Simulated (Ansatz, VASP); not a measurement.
## Au: VASP beside Ansatz

```
Au
1.0
    -1.61085    1.61085    1.61085
     1.61085   -1.61085    1.61085
     1.61085    1.61085   -1.61085
Au
1
Direct
  0.00000 0.00000 0.00000
```

Alike in both runs: task single point; functional PBEsol; k mesh 20 × 20 × 20; occupations fermi-dirac, width 0.15 eV; no spin polarisation.

|  | VASP | Ansatz |
| --- | --- | --- |
| version | VASP 6.6.1 | Ansatz 0.2.0 |
| potentials or method | VASP PAW PBE potentials, release 64 (Au), cutoff 520 eV | scalar-relativistic, plane waves, PAW |
| valence electrons in the cell | 11 | 19 |

|  | VASP | Ansatz | Ansatz less VASP |
| --- | --- | --- | --- |
| gap on the k mesh at the Fermi level (eV) | none | none | - |
| pressure (GPa) | 3.4 | 3.7 | +0.31 |

VASP's potentials were made for PBE, not for PBEsol. A gap of «none» marks a metal or a gap that the smearing closes. With one functional, cell and mesh, what is left measures potentials, basis and numerics. VASP's potentials hold 11 valence electrons a cell and Ansatz's 19, so a difference there can come from the potentials and not from the codes.

Neither program's run includes spin-orbit coupling.
